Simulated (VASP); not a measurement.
# KTaO3: electric field gradients with PBE

The system is KTaO3.

```xyz
5
Lattice="3.9883 0.0000 0.0000 0.0000 3.9883 0.0000 0.0000 0.0000 3.9883" Properties=species:S:1:pos:R:3 pbc="T T T"
K     1.9942    1.9942    1.9942
Ta    0.0000    0.0000    0.0000
O     1.9942    0.0000    0.0000
O     0.0000    1.9942    0.0000
O     0.0000    0.0000    1.9942
```

```yaml
Program: VASP 6.6.1
Task: electric field gradients
Functional: PBE
Potentials_or_basis: VASP PAW PBE potentials, release 64 (K_sv, Ta_pv, O)
Cutoff: 520 eV
k_mesh: 5 × 5 × 5
Occupations: fermi-dirac, width 0.02 eV
Spin: non-collinear spin, zero start, spin-orbit coupling
Starting_moments: "[[0.0, 0.0, 0.0], [0.0, 0.0, 0.0], [0.0, 0.0, 0.0], [0.0, 0.0, 0.0], [0.0, 0.0, 0.0]] μB"
Dipole_correction: no
Further_INCAR_settings: ALGO = Normal; EDIFF = 1e-08; NBANDS = 53
```

```json
{
 "Pressure": "6.3 GPa",
 "Net moment": "0.00 μB per cell",
 "Valence electrons inside the program's atomic spheres": "K 7.62; Ta 8.77; O 5.08"
}
```

Moments on the atoms (μB; x, y, z):
```
K   0.00 0.00 0.00
Ta  0.00 0.00 0.00
O   0.00 0.00 0.00
O   0.00 0.00 0.00
O   0.00 0.00 0.00
```

Electric field gradients, principal values (V/Å²):
```
atom   least  middle  greatest (by size)
 1 K   0.000   0.000               0.000
2 Ta   0.000   0.000               0.000
 3 O  -9.993  -9.993              19.987
 4 O  -9.993  -9.993              19.987
 5 O  -9.993  -9.993              19.987
```

It used 99 s of CPU time on 1 thread of Intel Xeon 6975P-C, with other jobs on the host.

Caveat: without QUAD_EFG the Cq values of the log hold for a quadrupole moment of 1 mb, not for the nuclei.
